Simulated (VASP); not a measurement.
Here is a VASP 6.6.1 calculation.

Contents of INCAR:

```
SYSTEM = Sb
PREC = Accurate
ENCUT = 520
EDIFF = 1E-8
ISMEAR = -1
SIGMA = 0.05
LREAL = .FALSE.
LASPH = .TRUE.
NELM = 60
ALGO = Normal
ISIF = 2
LWAVE = .FALSE.
LCHARG = .FALSE.
GGA = PS
LEFG = .TRUE.
NBANDS = 8
```

Contents of KPOINTS:

```
regular mesh
0
G
  19 19 19
  0 0 0
```

The input POSCAR:

```
Sb
1.0
   -1.4846596688      1.4846596688      2.4464823777
    1.4846596688     -1.4846596688      2.4464823777
    1.4846596688      1.4846596688     -2.4464823777
Sb
1
Direct
    0.0000000000      0.0000000000      0.0000000000
```

Potentials or basis: VASP PAW PBE potentials, release 64 (Sb).

Command:

```console
$ cat potpaw_PBE.64/Sb/POTCAR > POTCAR
$ mpirun -np 1 vasp_std > vasp.out
```

Problem. Predict the pressure.

Solution. 21.2 GPa.

Electric field gradients, principal values (V/Å²):
```
atom    least   middle  greatest (by size)
1 Sb  -18.768  -18.769              37.537
```

Caveat: without QUAD_EFG the Cq values of the log hold for a quadrupole moment of 1 mb, not for the nuclei; the PAW data sets were made with another functional, which shifts forces and pressure a little.
